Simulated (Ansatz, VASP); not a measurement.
Two plane-wave programs on GaSn4

```xyz
5
Lattice="-3.3283 3.3283 3.3283 3.3283 -3.3283 3.3283 3.3283 3.3283 -3.3283" Properties=species:S:1:pos:R:3 pbc="T T T"
Ga    0.0000    0.0000    0.0000
Sn    1.6642    1.6642   -1.6642
Sn   -1.6642    1.6642    1.6642
Sn    1.6642   -1.6642    1.6642
Sn    1.6642    1.6642    1.6642
```

Change from the starting cell: species swapped into the Hg4Pt type (Im-3m, No. 229).

Alike in both runs: functional PBE; k mesh 8 × 8 × 8; occupations gaussian, width 0.1 eV; no spin polarisation.

Ansatz relaxed the structure, and its values are those at the end. VASP's run is a single point on that final structure, the one shown.

|  | VASP | Ansatz |
| --- | --- | --- |
| version | VASP 6.6.1 | Ansatz 0.2.0 |
| potentials or method | VASP PAW PBE potentials, release 64 (Ga_d, Sn_d), cutoff 520 eV | scalar-relativistic, plane waves, PAW |
| valence electrons in the cell | 69 | 69 |

|  | VASP | Ansatz | Ansatz less VASP |
| --- | --- | --- | --- |
| gap on the k mesh at the Fermi level (eV) | none | none | - |
| pressure (GPa) | 0.0 | 0.0 | +0.03 |

A gap of «none» marks a metal or a gap that the smearing closes.
